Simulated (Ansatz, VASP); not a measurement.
Two plane-wave programs on ZnSe

```
Zn Se
1.0
     0.00000    8.50140    8.50140
     8.50140    0.00000    8.50140
     8.50140    8.50140    0.00000
Zn Se
27 27
Cartesian
  0.0000 0.0000 0.0000
  2.8338 2.8338 0.0000
  5.6676 5.6676 0.0000
  2.8338 0.0000 2.8338
  5.6676 2.8338 2.8338
  8.5014 5.6676 2.8338
  5.6676 0.0000 5.6676
  8.5014 2.8338 5.6676
  11.3352 5.6676 5.6676
  0.0000 2.8338 2.8338
  2.8338 5.6676 2.8338
  5.6676 8.5014 2.8338
  2.8338 2.8338 5.6676
  5.6676 5.6676 5.6676
  8.5014 8.5014 5.6676
  5.6676 2.8338 8.5014
  8.5014 5.6676 8.5014
  11.3352 8.5014 8.5014
  0.0000 5.6676 5.6676
  2.8338 8.5014 5.6676
  5.6676 11.3352 5.6676
  2.8338 5.6676 8.5014
  5.6676 8.5014 8.5014
  8.5014 11.3352 8.5014
  5.6676 5.6676 11.3352
  8.5014 8.5014 11.3352
  11.3352 11.3352 11.3352
  1.4169 1.4169 1.4169
  4.2507 4.2507 1.4169
  7.0845 7.0845 1.4169
  4.2507 1.4169 4.2507
  7.0845 4.2507 4.2507
  9.9183 7.0845 4.2507
  7.0845 1.4169 7.0845
  9.9183 4.2507 7.0845
  12.7521 7.0845 7.0845
  1.4169 4.2507 4.2507
  4.2507 7.0845 4.2507
  7.0845 9.9183 4.2507
  4.2507 4.2507 7.0845
  7.0845 7.0845 7.0845
  9.9183 9.9183 7.0845
  7.0845 4.2507 9.9183
  9.9183 7.0845 9.9183
  12.7521 9.9183 9.9183
  1.4169 7.0845 7.0845
  4.2507 9.9183 7.0845
  7.0845 12.7521 7.0845
  4.2507 7.0845 9.9183
  7.0845 9.9183 9.9183
  9.9183 12.7521 9.9183
  7.0845 7.0845 12.7521
  9.9183 9.9183 12.7521
  12.7521 12.7521 12.7521
```

Alike in both runs: task single point; functional PBE; k mesh 1 × 1 × 1; occupations gaussian, width 0.05 eV; no spin polarisation.

|  | VASP | Ansatz |
| --- | --- | --- |
| version | VASP 6.6.1 | Ansatz 0.2.0 |
| potentials or method | VASP PAW PBE potentials, release 64 (Zn, Se), cutoff 520 eV | scalar-relativistic, plane waves, PAW |
| valence electrons in the cell | 486 | 756 |

```tsv
	VASP	Ansatz	Ansatz less VASP
gap on the k mesh at the Fermi level (eV)	1.25	1.25	-0.002
```

With one functional, cell and mesh, what is left measures potentials, basis and numerics. VASP's potentials hold 486 valence electrons a cell and Ansatz's 756, so a difference there can come from the potentials and not from the codes. Ansatz's warnings: structure snapped to symmetry.

The k mesh is coarse, so the values compare programs but aren't converged.
